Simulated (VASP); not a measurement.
Wanted: the native input for a VASP 6.6.1 run.

```yaml
Task: single point
Functional: PBE
Potentials_or_basis: VASP PAW PBE potentials, release 64 (C)
Cutoff: 520 eV
k_mesh: 12 × 12 × 12
Occupations: fermi-dirac, width 0.02 eV
Spin: no spin polarisation
Dipole_correction: no
Further_INCAR_settings: ALGO = Normal; EDIFF = 1e-06; NBANDS = 11
```

The structure of C lies in POSCAR:

```
C
1.0
    0.0000000000      1.8157266254      1.8157266254
    1.8157266254      0.0000000000      1.8157266254
    1.8157266254      1.8157266254      0.0000000000
C
2
Direct
    0.0000000000      0.0000000000      0.0000000000
    0.2500000000      0.2500000000      0.2500000000
```

This cell differs from its parent crystal: strain +2.0%.

These files were run (other wordings do the same):

INCAR

```
PREC = Accurate
ENCUT = 520
EDIFF = 1E-6
ISMEAR = -1
SIGMA = 0.02
LREAL = False
LASPH = True
NELM = 100
ALGO = Normal
ISIF = 2
LWAVE = False
LCHARG = False
GGA = PE
NBANDS = 11
```

KPOINTS

```
regular mesh
0
Gamma
  12 12 12
```

Potentials or basis: VASP PAW PBE potentials, release 64 (C).

Command:

```sh
$ cat potpaw_PBE.64/C/POTCAR > POTCAR
$ mpirun -np 1 vasp_std > vasp.out
```

Results of the run:

| Item | Value |
| --- | --- |
| Pressure | -19.2 GPa |
| Band gap on the k mesh | 4.03 eV, indirect (least direct gap 5.44 eV) |

Caveat: the cell differs from its parent crystal (strain +2.0%).

It took 10 s on 1 thread of AMD EPYC 7R43 64-Core Processor (Zen 3), on a shared host, peak memory 0.08 GiB.
